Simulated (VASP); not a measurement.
Wanted: the native input for a VASP 6.6.1 run.

```yaml
Task: single point
Functional: PBEsol
Potentials_or_basis: VASP PAW PBE potentials, release 64 (Pb_d, Se)
Cutoff: 500 eV
k_mesh: 6 × 6 × 6
Occupations: fermi-dirac, width 0.05 eV
Spin: no spin polarisation
Dipole_correction: no
Further_INCAR_settings: ALGO = Normal; EDIFF = 1e-06; NBANDS = 17
```

The structure of PbSe lies in POSCAR:

```
PbSe
1.0
    3.8217929716      0.0000000000      0.0000000000
    0.0000000000      3.8217929716      0.0000000000
    0.0000000000      0.0000000000      3.8217929716
Pb Se
1 1
Direct
    0.0000000000      0.0000000000      0.0000000000
    0.5000000000      0.5000000000      0.5000000000
```

One way to write it, as run:

INCAR

```
SYSTEM = PbSe
ALGO = Normal
EDIFF = 1E-6
ENCUT = 500
GGA = PS
GGA_COMPAT = .False.
ISIF = 2
ISMEAR = -1
LASPH = .True.
LCHARG = .False.
LREAL = .False.
LWAVE = .False.
NBANDS = 17
NELM = 120
PREC = Accurate
SIGMA = 0.05
```

KPOINTS

```
k-points
0
Gamma
  6 6 6
  0 0 0
```

Potentials or basis: VASP PAW PBE potentials, release 64 (Pb_d, Se).

Command:

```console
$ cat potpaw_PBE.64/Pb_d/POTCAR potpaw_PBE.64/Se/POTCAR > POTCAR
$ mpirun -np 1 vasp_std > vasp.out
```

It gave:

| Property | Result |
| --- | --- |
| Pressure | -4.3 GPa |
| Band gap on the k mesh | zero (band 10 reaches 4.97 eV, above the bottom of band 11 at 4.30 eV) |

Caveat: the PAW data sets were made with another functional, which shifts forces and pressure a little; spin-orbit coupling is left out, which moves the levels of the heavy elements.

Wall time 15 s on 1 thread of Intel(R) Xeon(R) Platinum 8488C (Sapphire Rapids), on a shared host, peak memory 0.16 GiB.
